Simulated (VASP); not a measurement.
# BaTiO3 (P1) in VASP: a series of runs, part 2 of 2

VASP 6.6.1. Earlier steps stand in the parts before.

**3. Single point, PBE**

INCAR reads:

```
SYSTEM = BaTiO3
PREC = Accurate
ENCUT = 520
EDIFF = 1E-6
ISMEAR = -1
SIGMA = 0.05
LREAL = .False.
LASPH = .True.
NELM = 60
ALGO = Normal
ISIF = 2
LWAVE = .False.
LCHARG = .False.
GGA = PE
NBANDS = 28
```

KPOINTS reads:

```
regular mesh
0
Gamma
  6 5 6
  0 0 0
```

POSCAR reads:

```
BaTiO3
1.0
    3.7310076172     -0.4405699400      0.0223674800
   -0.3008507014      3.2768966366      3.1100811900
    0.3301955758     -2.7552893052      2.5899183700
Ba Ti O
1 1 3
Direct
    0.0036372600      0.9972694200      0.9985015400
    0.5002452300      0.5116078500      0.5101821300
    0.9983542100      0.4928168200      0.4950359800
    0.4999067000      0.5015397800      0.9945381500
    0.4978566000      0.9929861300      0.4979621900
```

Potentials or basis: VASP PAW PBE potentials, release 64 (Ba_sv, Ti_sv, O).

Command:

```
$ cat potpaw_PBE.64/Ba_sv/POTCAR potpaw_PBE.64/Ti_sv/POTCAR potpaw_PBE.64/O/POTCAR > POTCAR
$ mpirun -np 1 vasp_std > vasp.out
```

It took 62 s on 1 thread of Intel Xeon 6975P-C (Granite Rapids), shared host; peak memory 0.28 GiB.

The run converged. Its results:

| Quantity | Value |
| --- | --- |
| Free energy | -37.6720 eV |
| Pressure | 20.3 GPa |
| Largest force | 0.757 eV/Å |
| Band gap on the k mesh | 0.45 eV (least direct gap 0.58 eV) |

Forces on the atoms (eV/Å):
```
Ba  -0.053  0.074  0.347
Ti  -0.180  0.533  0.276
O    0.114  0.004 -0.184
O   -0.104 -0.076  0.050
O    0.223 -0.534 -0.488
```

Stress tensor (GPa, compression positive):
```
 33.21  28.77  -8.36
 28.77   8.50 -17.21
 -8.36 -17.21  19.08
```

Levels at points of the mesh, in eV from the valence-band top:
```csv
k point,band 17,band 18,band 19,band 20,band 21,band 22,band 23,band 24
"(0.00, 0.00, 0.00)",-1.85,-1.00,-0.67,-0.12,0.45,0.86,1.10,2.22
"(0.50, 0.00, 0.00)",-3.07,-2.70,-2.12,-1.55,1.07,2.32,3.18,3.22
"(0.00, 0.00, 0.50)",-2.93,-2.74,-2.29,-1.13,1.13,2.39,3.03,3.16
"(0.50, 0.00, 0.50)",-2.54,-1.30,-0.21,-0.06,2.47,2.83,3.29,3.78
```

Caveat: the cell stands under pressure; spin-orbit coupling is left out, which moves the levels of the heavy elements; an odd mesh through Γ misses points on the zone boundary, where band edges can lie.

**4. Single point, PBE**

INCAR reads:

```
  PREC = Accurate
  ENCUT = 520
  EDIFF = 1E-6
  ISMEAR = -1
  SIGMA = 0.05
  LREAL = F
  LASPH = T
  NELM = 60
  ALGO = Normal
  ISIF = 2
  LWAVE = F
  LCHARG = F
  GGA = PE
  NBANDS = 28
```

KPOINTS reads:

```
regular mesh
0
Gamma
  6 5 6
```

POSCAR, as its differences from that of step 3:

```diff
@@ -2,5 +2,5 @@
 1.0
-    3.7310076172     -0.4405699400      0.0223674800
-   -0.3008507014      3.2768966366      3.1100811900
-    0.3301955758     -2.7552893052      2.5899183700
+    3.7288979900     -0.4219254500      0.0223674800
+   -0.2844733300      3.2754742700      3.1100811900
+    0.3164270400     -2.7537071700      2.5899183700
 Ba Ti O
```

Potentials or basis: VASP PAW PBE potentials, release 64 (Ba_sv, Ti_sv, O).

Command:

```
$ cat potpaw_PBE.64/Ba_sv/POTCAR potpaw_PBE.64/Ti_sv/POTCAR potpaw_PBE.64/O/POTCAR > POTCAR
$ mpirun -np 1 vasp_std > vasp.out
```

OUTCAR:

```text
PREC = Accurate
   ENCUT = 520
   EDIFF = 1E-6
   ISMEAR = -1
   LREAL = F
   LASPH = T
   NELM = 60
   ISIF = 2
   GGA = PE

 ion  position               nearest neighbor table
   1  0.004  0.997  0.999-   5 2.42   5 2.44   4 2.73   4 2.74   3 2.84   5 2.87   3 2.89   5 2.90
                             3 3.04   3 3.04   4 3.11   4 3.16   2 3.21   2 3.24   2 3.35   2 3.37
   2  0.500  0.512  0.510-   4 1.84   3 1.87   3 1.88   4 1.95   5 2.18   5 2.34   1 3.21   1 3.24
                             1 3.35   1 3.37   1 3.48   1 3.49
   3  0.998  0.493  0.495-   2 1.87   2 1.88   1 2.84   1 2.89   1 3.04   1 3.04
   4  0.500  0.502  0.995-   2 1.84   2 1.95   1 2.73   1 2.74   1 3.11   1 3.16
   5  0.498  0.993  0.498-   2 2.18   2 2.34   1 2.42   1 2.44   1 2.87   1 2.90

  LATTYP: Found a triclinic cell.
 ALAT       =     3.7935084570
 B/A-ratio  =     1.5088722702
 C/A-ratio  =     0.9892581609
 COS(alpha) =     0.0012336744
 COS(beta)  =     0.1685650728
 COS(gamma) =     0.6141665186

  Lattice vectors:

 A1 = (  -0.3164270400,   2.7537071700,  -2.5899183700)
 A2 = (  -0.0319537100,  -0.5217671000,  -5.6999995600)
 A3 = (  -3.7288979900,   0.4219254500,  -0.0223674800)

[... 182 lines left out ...]
 cond. band min:       5.4505366348   @ k =   0.0000   0.0000   0.0000
 fundamental gap:      0.5157210896
 Fermi energy:         5.2346275544

 k-point     1 :       0.0000    0.0000    0.0000
  band No.  band energies     occupation
      1     -52.4567      2.00000
      2     -28.7807      2.00000
      3     -28.7355      2.00000
      4     -28.6535      2.00000
      5     -20.7737      2.00000
      6     -13.3597      2.00000
[... 733 lines left out ...]
     27      11.2953      0.00000
     28      12.1445      0.00000

 [... further k-points ...]

------------------------ aborting loop because EDIFF is reached ----------------------------------------

  FORCE on cell =-STRESS in cart. coord.  units (eV):
  Direction    XX          YY          ZZ          XY          YZ          ZX
  --------------------------------------------------------------------------------------
  -------------------------------------------------------------------------------------
  Total       12.9653603      3.2001891      7.3507303     10.7703982     -6.7623113     -3.1642777
  in kB      330.5849723     81.5969950    187.4256427    274.6188101   -172.4223965    -80.6813408
  external PRESSURE =     199.8692033 kB  Pullay stress =       0.0000000 kB

 VOLUME and BASIS-vectors are now :
 -----------------------------------------------------------------------------
  energy-cutoff  :      520.00
  volume of cell :       62.84
      direct lattice vectors                 reciprocal lattice vectors
     3.728897990 -0.421925450  0.022367480     0.271298701  0.027386570 -0.004027792
    -0.284473330  3.275474270  3.110081190     0.016410188  0.153580515  0.161288148
     0.316427040 -2.753707170  2.589918370    -0.022049068 -0.184662360  0.192465856

 POSITION                                       TOTAL-FORCE (eV/Angst)
 -----------------------------------------------------------------------------------
      0.04582      0.51541      5.68771        -0.056894      0.071030      0.346884
      1.88126      0.05980      2.92366        -0.171483      0.546250      0.267511
      3.73921     -0.17021      2.83713         0.112550      0.005129     -0.188162
      2.03613     -1.30681      4.14678        -0.099959     -0.093051      0.058086
      1.73155      1.67120      4.38908         0.215785     -0.529358     -0.484319
 -----------------------------------------------------------------------------------
    total drift:                                0.000117      0.000781     -0.000848

  FREE ENERGIE OF THE ION-ELECTRON SYSTEM (eV)
  ---------------------------------------------------
  free  energy   TOTEN  =       -37.7824657888 eV

  energy  without entropy=      -37.7823665991  energy(sigma->0) =      -37.78241619
```

OSZICAR:

```text
N       E                     dE             d eps       ncg     rms          rms(c)
DAV:   1     0.442942226427E+03    0.44294E+03   -0.21008E+04  5160   0.156E+03
DAV:   2    -0.144594917076E+01   -0.44439E+03   -0.42338E+03  5884   0.432E+02
DAV:   3    -0.468826223095E+02   -0.45437E+02   -0.44966E+02  7112   0.136E+02
DAV:   4    -0.490457912333E+02   -0.21632E+01   -0.21550E+01  7732   0.258E+01
DAV:   5    -0.491034311877E+02   -0.57640E-01   -0.57631E-01  6980   0.347E+00    0.253E+01
DAV:   6    -0.381547276126E+02    0.10949E+02   -0.58125E+01  7292   0.700E+01    0.115E+01
DAV:   7    -0.380819339020E+02    0.72794E-01   -0.13546E+01  6908   0.272E+01    0.811E+00
DAV:   8    -0.377665149842E+02    0.31542E+00   -0.11957E+00  6624   0.102E+01    0.344E+00
DAV:   9    -0.378196059591E+02   -0.53091E-01   -0.35268E-01  7840   0.442E+00    0.184E+00
DAV:  10    -0.377831207895E+02    0.36485E-01   -0.17338E-01  6180   0.390E+00    0.334E-01
DAV:  11    -0.377826203519E+02    0.50044E-03   -0.10594E-02  6404   0.711E-01    0.139E-01
DAV:  12    -0.377824545093E+02    0.16584E-03   -0.83120E-04  6560   0.201E-01    0.596E-02
DAV:  13    -0.377824930163E+02   -0.38507E-04   -0.39979E-04  7448   0.126E-01    0.467E-02
DAV:  14    -0.377824668856E+02    0.26131E-04   -0.11038E-04  6068   0.102E-01    0.150E-02
DAV:  15    -0.377824652866E+02    0.15990E-05   -0.21532E-05  7408   0.317E-02    0.471E-03
DAV:  16    -0.377824657888E+02   -0.50222E-06   -0.18760E-06  3744   0.110E-02
   1 F= -.37782466E+02 E0= -.37782416E+02  d E =-.991897E-04
```

It took 64 s on 1 thread of Intel Xeon 6975P-C (Granite Rapids), shared host; peak memory 0.29 GiB.

What came out:

* Free energy: -37.7825 eV
* Pressure: 20.0 GPa
* Largest force: 0.749 eV/Å
* Band gap on the k mesh: 0.52 eV (least direct gap 0.64 eV)

Forces in eV/Å, atoms in the order of the input:
```
Ba  -0.057  0.071  0.347
Ti  -0.171  0.546  0.268
O    0.113  0.005 -0.188
O   -0.100 -0.093  0.058
O    0.216 -0.529 -0.484
```

Levels at points of the mesh, in eV from the valence-band top:
```csv
k point,band 16,band 17,band 18,band 19,band 20,band 21,band 22,band 23,band 24,band 25
"(0.00, 0.00, 0.00)",-2.13,-1.78,-0.98,-0.68,-0.12,0.52,0.91,1.14,2.27,3.64
"(0.50, 0.00, 0.00)",-3.23,-3.03,-2.67,-2.07,-1.51,1.11,2.38,3.23,3.28,5.66
"(0.00, 0.00, 0.50)",-2.97,-2.90,-2.70,-2.24,-1.12,1.17,2.45,3.08,3.21,5.80
"(0.50, 0.00, 0.50)",-3.96,-2.50,-1.25,-0.21,-0.06,2.55,2.89,3.34,3.84,7.33
```

Caveat: the cell stands under pressure; spin-orbit coupling is left out, which moves the levels of the heavy elements; an odd mesh through Γ misses points on the zone boundary, where band edges can lie.

**5. Summary**

```csv
cell,gap on the mesh (eV),pressure (GPa),largest force (eV/Å)
"a = 3.761, b = 4.530, c = 3.798 Å, angles 93.6, 79.5, 98.8°, 5 atoms",0.39,20.6,0.77
"a = 3.757, b = 4.528, c = 3.796 Å, angles 93.6, 79.9, 98.4°, 5 atoms",0.45,20.3,0.76
"a = 3.753, b = 4.526, c = 3.794 Å, angles 93.5, 80.3, 98.0°, 5 atoms",0.52,20.0,0.75
```

Alike in all rows: task single point; level PBE; potentials or basis VASP PAW PBE potentials, release 64 (Ba_sv, Ti_sv, O); no spin polarisation; k mesh 6 × 5 × 6; cutoff (eV) 520; smearing fermi-dirac 0.05 eV.

Caveats: the cell stands under pressure; spin-orbit coupling is left out, which moves the levels of the heavy elements; an odd mesh through Γ misses points on the zone boundary, where band edges can lie.

Absolute energies hang on the potentials; compare differences alone.
